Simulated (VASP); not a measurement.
A run of VASP 6.6.1 is set up as follows.

File INCAR:

```
PREC = Accurate
ENCUT = 520
EDIFF = 1E-6
ISMEAR = 0
SIGMA = 0.1
LREAL = F
LASPH = T
NELM = 100
ALGO = Normal
ISIF = 2
LWAVE = F
LCHARG = F
GGA = PE
NBANDS = 50
```

File KPOINTS:

```
regular mesh
0
Gamma
  4 4 4
```

The input POSCAR:

```
Sn4SeS3
1.0
   12.0183825000     -2.0598939000      0.0000000000
   12.0183825000      2.0598939000      0.0000000000
   -0.7272521000      0.0000000000      4.2777435000
Sn Se S
4 1 3
Direct
    0.9425500000      0.9425500000      0.8241070000
    0.5666140000      0.5666140000      0.3847410000
    0.6899820000      0.6899820000      0.0104500000
    0.3118560000      0.3118560000      0.6247980000
    0.4512530000      0.4512530000      0.3666510000
    0.0528840000      0.0528840000      0.9664980000
    0.2026030000      0.2026030000      0.6176180000
    0.7989220000      0.7989220000      0.2051360000
```

Potentials or basis: VASP PAW PBE potentials, release 64 (Sn_d, Se, S).

Command:

```bash
$ cat potpaw_PBE.64/Sn_d/POTCAR potpaw_PBE.64/Se/POTCAR potpaw_PBE.64/S/POTCAR > POTCAR
$ mpirun -np 1 vasp_std > vasp.out
```

**Question.** Predict the largest force.

**Answer.** 0.020 eV/Å.

**Question.** Estimate the band gap on the k mesh.

**Answer.** 0.63 eV (least direct gap 1.14 eV).

**Question.** What does it give for the pressure?

**Answer.** -0.1 GPa.

Forces in eV/Å, atoms in the order of the input:
```
Sn   0.014  0.000 -0.004
Sn  -0.016  0.000  0.003
Sn   0.019  0.000  0.000
Sn  -0.019  0.000  0.003
Se   0.002  0.000  0.013
S   -0.012  0.000 -0.016
S   -0.007  0.000  0.001
S    0.020  0.000  0.000
```

Caveat: semilocal functionals underestimate gaps, and a narrow one can read as zero; spin-orbit coupling is left out, which moves the levels of the heavy elements. A k mesh can miss the band edges.
